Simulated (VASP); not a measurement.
Y: single point with PBE

The system is Y.

```xyz
2
Lattice="2.4556 2.4556 0.0000 -2.4556 2.4556 0.0000 0.0000 0.0000 5.2133" Properties=species:S:1:pos:R:3 pbc="T T T"
Y     0.0000    0.0000    0.0000
Y     0.0000    2.4556    2.6067
```

This cell differs from its parent crystal: biaxial strain in the a-b plane: -3.0 %, then relaxed in part.

| Quantity | Value |
| --- | --- |
| Program | VASP 6.6.1 |
| Task | single point |
| Functional | PBE |
| Potentials or basis | VASP PAW PBE potentials, release 64 (Y_sv) |
| Cutoff | 520 eV |
| k mesh | 14 × 14 × 10 |
| Occupations | gaussian, width 0.1 eV |
| Spin | no spin polarisation |
| Dipole correction | no |
| Further INCAR settings | ALGO = Fast; EDIFF = 1e-06; NBANDS = 18 |

```json
{
 "Pressure": "1.2 GPa",
 "Band gap on the k mesh": "zero (bands 11 and 12 overlap by 1.68 eV)"
}
```

Stress tensor (GPa, compression positive):
```
 1.79  0.00  0.00
 0.00  1.79  0.00
 0.00  0.00 -0.13
```

Levels at points of the mesh, in eV from the Fermi level:
```csv
k point,band 9,band 10,band 11,band 12,band 13,band 14
"(0.00, 0.00, 0.00)",-4.81,-1.88,-0.84,1.50,1.75,2.01
"(0.50, 0.00, 0.00)",-1.49,-1.49,0.13,0.13,0.63,0.63
"(0.50, 0.50, 0.00)",-1.80,-1.80,-0.96,-0.96,2.49,2.49
"(0.00, 0.00, 0.50)",-3.09,-3.09,0.10,0.10,1.49,1.49
"(0.50, 0.00, 0.50)",-2.02,-2.02,0.72,0.72,1.37,1.37
"(0.50, 0.50, 0.50)",-0.92,-0.92,0.33,0.33,0.33,0.33
```

Run time: 3.8 min on 1 thread of Oxide Virtual Turin-like Processor, on a shared host, peak memory 0.32 GiB.

Caveat: the cell differs from its parent crystal (biaxial strain in the a-b plane: -3.0 %, then relaxed in part).
